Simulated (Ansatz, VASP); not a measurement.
**InAs: VASP beside Ansatz**

```
In As
1.0
     0.00000    3.05459    3.05459
     3.05459    0.00000    3.05459
     3.05459    3.05459    0.00000
In As
1 1
Direct
  0.00000 0.00000 0.00000
  0.25000 0.25000 0.25000
```

Alike in both runs: task single point; functional PBE-based global hybrid with a share of 0.5 of exact exchange; k mesh 4 × 4 × 4; occupations fermi-dirac, width 0.02 eV; no spin polarisation.

|  | VASP | Ansatz |
| --- | --- | --- |
| version | VASP 6.6.1 | Ansatz 0.2.0 |
| potentials or method | VASP PAW PBE potentials, release 64 (In_d, As_d) | plane waves |
| plane-wave cutoff (eV) | 400 | 420 |
| valence electrons in the cell | 28 | 28 |

|  | VASP | Ansatz | Ansatz less VASP |
| --- | --- | --- | --- |
| gap on the k mesh at the Fermi level (eV) | 2.65 | 2.59 | -0.062 |

VASP's potentials were made for PBE, not for PBE-based global hybrid. Ansatz's warnings: stress exchange threshold loose, stress scf threshold loose.

The k mesh is coarse, so the values compare programs but aren't converged.
